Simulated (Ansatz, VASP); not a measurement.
## SnCl in VASP and in Ansatz

```xyz
4
Lattice="3.4975 0.0000 0.0000 -1.7488 3.0290 0.0000 0.0000 0.0000 10.0622" Properties=species:S:1:pos:R:3 pbc="T T T"
Sn    1.7488    1.0097    8.2561
Sn    0.0000    2.0193    3.2250
Cl    1.7488    1.0097    5.5794
Cl    0.0000    2.0193    0.5483
```

Alike in both runs: task relaxation of cell and atoms; functional PBE; dispersion D4; k mesh 9 × 9 × 3; occupations fermi-dirac, width 0.05 eV; no spin polarisation.

|  | VASP | Ansatz |
| --- | --- | --- |
| version | VASP 6.6.1 | Ansatz 0.2.0 |
| potentials or method | VASP PAW PBE potentials, release 64 (Sn_d, Cl) | Ansatz PAW |
| plane-wave cutoff (eV) | 600 | 420 |
| valence electrons in the cell | 42 | 42 |

|  | VASP | Ansatz | Ansatz less VASP |
| --- | --- | --- | --- |
| gap on the k mesh at the Fermi level, each at its own relaxed structure (eV) | none | none | - |
| relaxed volume (Å³/atom) | 25.33 | 25.32 | -0.012 |
| relaxed cell length with the largest relative difference (Å) | 10.042 | 10.035 | -0.0075 |

A gap of «none» marks a metal or a gap that the smearing closes.

Noted on Ansatz's run: the plane-wave basis is chosen anew once the cell has moved, so the energies of steps on either side of that aren't comparable.
